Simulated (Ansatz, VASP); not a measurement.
Two plane-wave programs on Os

```
CELL_PARAMETERS angstrom
2.71752 0.00000 0.00000
-1.35876 2.35345 0.00000
0.00000 0.00000 4.28446
ATOMIC_POSITIONS crystal
Os 0.33333 0.66667 0.25000
Os 0.66667 0.33333 0.75000
```

Alike in both runs: task single point; functional LDA; k mesh 13 × 13 × 8; occupations methfessel-paxton of order 1, width 0.2 eV; no spin polarisation.

```csv
,VASP,Ansatz
version,VASP 6.6.1,Ansatz 0.2.0
potentials or method,"VASP PAW LDA potentials, release 64 (Os), cutoff 520 eV","plane waves (420 eV) with PAW, scalar-relativistic"
valence electrons in the cell,16,32
```

VASP gave:

```
pressure (GPa)                                                : 0.9
traceless stress, the component that is largest in VASP (GPa) : -1.11
```

Question: Which values does Ansatz return?

Answer: Pressure (GPa): -0.1; traceless stress, the component that is largest in VASP (GPa): -1.00.

Ansatz warns that its potentials were made for another functional, while VASP's fit it. LDA's correlation is that of Perdew and Zunger in VASP and of Perdew and Wang (1992) in Ansatz. VASP's potentials hold 16 valence electrons a cell and Ansatz's 32, so a difference there can come from the potentials and not from the codes.

Spin-orbit coupling is off throughout.
